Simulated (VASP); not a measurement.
# GaN (F-43m) in VASP: further runs, part 2 of 2

VASP 6.6.1. Earlier steps stand in the parts before.

## Step 5: Single point, r2SCAN

This run uses another cell than the first one, of 11.15 Å³/atom.

Contents of POSCAR:

```
GaN
1.0
    2.2342277387      2.2342277387      0.0000000000
   -2.2342277387      2.2342277387      0.0000000000
    0.0000000000      2.2342277387      2.2342277387
Ga N
1 1
Direct
    0.0000000000      0.0000000000      0.0000000000
    0.2500000000      0.7500000000      0.5000000000
```

Contents of INCAR.step1:

```
PREC = Accurate
ENCUT = 520
ISMEAR = 0
SIGMA = 0.01
LREAL = False
LASPH = True
NELM = 60
NBANDS = 16
GGA = PE
ALGO = Normal
EDIFF = 1E-4
LWAVE = True
LCHARG = False
```

Contents of INCAR.step2:

```
PREC = Accurate
ENCUT = 520
EDIFF = 1E-6
ISMEAR = 0
SIGMA = 0.01
LREAL = False
LASPH = True
NELM = 60
ALGO = Normal
ISIF = 2
LWAVE = False
LCHARG = False
METAGGA = R2SCAN
LMIXTAU = True
NBANDS = 16
ISTART = 1
```

Contents of KPOINTS:

```
regular mesh
0
Gamma
  10 10 10
```

Potentials or basis: VASP PAW PBE potentials, release 64 (Ga_d, N).

Run with:

```console
$ cat potpaw_PBE.64/Ga_d/POTCAR potpaw_PBE.64/N/POTCAR > POTCAR
$ cp INCAR.step1 INCAR
$ mpirun -np 1 vasp_std > vasp.out
$ cp INCAR.step2 INCAR
$ mpirun -np 1 vasp_std > vasp.out
```

OUTCAR:

```text
PREC = Accurate
   ENCUT = 520
   EDIFF = 1E-6
   ISMEAR = 0
   LREAL = False
   LASPH = True
   NELM = 60
   ISIF = 2
   METAGGA = R2SCAN
   ISTART = 1

 ion  position               nearest neighbor table
   1  0.000  0.000  0.000-   2 1.93   2 1.93   2 1.93   2 1.93
   2  0.250  0.750  0.500-   1 1.93   1 1.93   1 1.93   1 1.93

  LATTYP: Found a face centered cubic cell.
 ALAT       =     4.4684554774

  Lattice vectors:

 A1 = (   0.0000000000,   2.2342277387,   2.2342277387)
 A2 = (   2.2342277387,   0.0000000000,   2.2342277387)
 A3 = (   2.2342277387,   2.2342277387,   0.0000000000)

Analysis of symmetry for initial positions (statically):
=====================================================================
 Subroutine PRICEL returns:
 Original cell was already a primitive cell.

 Routine SETGRP: Setting up the symmetry group for a
 face centered cubic supercell.

 Subroutine GETGRP returns: Found 24 space group operations
 (whereof 24 operations were pure point group operations)
 out of a pool of 48 trial point group operations.

The static configuration has the point symmetry T_d .

Analysis of symmetry for dynamics (positions and initial velocities):
[... 160 lines left out ...]

 val. band max:        5.3005329807   @ k =   0.0000   0.0000   0.0000
 cond. band min:       7.5916576742   @ k =   0.0000   0.0000   0.0000
 fundamental gap:      2.2911246935
 Fermi energy:         5.4356422123

 k-point     1 :       0.0000    0.0000    0.0000
  band No.  band energies     occupation
      1     -11.6559      2.00000
      2      -8.5525      2.00000
      3      -8.5525      2.00000
      4      -8.5525      2.00000
      5      -8.1727      2.00000
      6      -8.1727      2.00000
[... 433 lines left out ...]
      3      -8.2966      2.00000
      4      -8.2357      2.00000
      5      -8.1380      2.00000
      6      -6.5600      2.00000
[... 8 lines left out ...]
     15      26.2763      0.00000
     16      29.4748      0.00000

 [... further k-points ...]

------------------------ aborting loop because EDIFF is reached ----------------------------------------

  FORCE on cell =-STRESS in cart. coord.  units (eV):
  Direction    XX          YY          ZZ          XY          YZ          ZX
  --------------------------------------------------------------------------------------
  -------------------------------------------------------------------------------------
  Total        0.7250003      0.7250003      0.7250003      0.0000000      0.0000000      0.0000000
  in kB       52.0758577     52.0758577     52.0758577      0.0000000      0.0000000      0.0000000
  external PRESSURE =      52.0758577 kB  Pullay stress =       0.0000000 kB

 VOLUME and BASIS-vectors are now :
 -----------------------------------------------------------------------------
  energy-cutoff  :      520.00
  volume of cell :       22.31
      direct lattice vectors                 reciprocal lattice vectors
     2.234227739  2.234227739  0.000000000     0.223790973  0.223790973 -0.223790973
    -2.234227739  2.234227739  0.000000000    -0.223790973  0.223790973 -0.223790973
     0.000000000  2.234227739  2.234227739     0.000000000  0.000000000  0.447581946

 POSITION                                       TOTAL-FORCE (eV/Angst)
 -----------------------------------------------------------------------------------
      0.00000      0.00000      0.00000        -0.000000      0.000000      0.000000
     -1.11711      3.35134      1.11711         0.000000     -0.000000     -0.000000
 -----------------------------------------------------------------------------------
    total drift:                                0.000032      0.000000     -0.000000

  FREE ENERGIE OF THE ION-ELECTRON SYSTEM (eV)
  ---------------------------------------------------
  free  energy   TOTEN  =       -21.8873867040 eV

  energy  without entropy=      -21.8873867040  energy(sigma->0) =      -21.88738670
```

OSZICAR.step1:

```text
N       E                     dE             d eps       ncg     rms          rms(c)
DAV:   1     0.841248665864E+02    0.84125E+02   -0.92895E+03  1672   0.200E+03
DAV:   2    -0.844511792487E+01   -0.92570E+02   -0.86879E+02  1744   0.338E+02
DAV:   3    -0.140941646192E+02   -0.56490E+01   -0.56324E+01  1688   0.704E+01
DAV:   4    -0.141575734752E+02   -0.63409E-01   -0.63405E-01  1912   0.802E+00
DAV:   5    -0.141583831979E+02   -0.80972E-03   -0.80972E-03  1760   0.814E-01    0.781E+00
DAV:   6    -0.121118967939E+02    0.20465E+01   -0.48756E+00  2280   0.405E+01    0.268E+00
DAV:   7    -0.121225930274E+02   -0.10696E-01   -0.33296E-01  1616   0.651E+00    0.178E+00
DAV:   8    -0.121188826644E+02    0.37104E-02   -0.53283E-02  1792   0.332E+00    0.751E-01
DAV:   9    -0.121149189720E+02    0.39637E-02   -0.14422E-02  2264   0.284E+00    0.186E-01
DAV:  10    -0.121152371303E+02   -0.31816E-03   -0.15691E-03  1824   0.573E-01    0.861E-02
DAV:  11    -0.121151354542E+02    0.10168E-03   -0.27144E-04  1496   0.257E-01    0.989E-03
DAV:  12    -0.121151422072E+02   -0.67530E-05   -0.48683E-05   840   0.846E-02
   1 F= -.12115142E+02 E0= -.12115142E+02  d E =-.130991-107
```

Wall time 23 s (1 thread of Intel Xeon 6975P-C (Granite Rapids), shared host); peak memory 0.15 GiB.

Results:

```
Free energy            : -21.8874 eV
Pressure               : 5.2 GPa
Band gap on the k mesh : 2.29 eV
```

Caveat: the cell stands under pressure; the PAW data sets were made with another functional, which shifts forces and pressure a little.

## Step 6: Summary

```csv
cell,gap on the mesh (eV),pressure (GPa)
"a = 3.111 Å, angles 60.0, 60.0, 90.0°, 2 atoms",2.60,16.3
"a = 3.132 Å, angles 60.0, 60.0, 90.0°, 2 atoms",2.47,11.2
"a = 3.160 Å, angles 60.0, 60.0, 90.0°, 2 atoms",2.29,5.2
```

Alike in all rows: task single point; level r2SCAN; potentials or basis VASP PAW PBE potentials, release 64 (Ga_d, N); no spin polarisation; k mesh 10 × 10 × 10; cutoff (eV) 520; smearing gaussian 0.01 eV.

Caveats: the cell stands under pressure; the PAW data sets were made with another functional, which shifts forces and pressure a little.

Absolute energies hang on the potentials; compare differences alone.
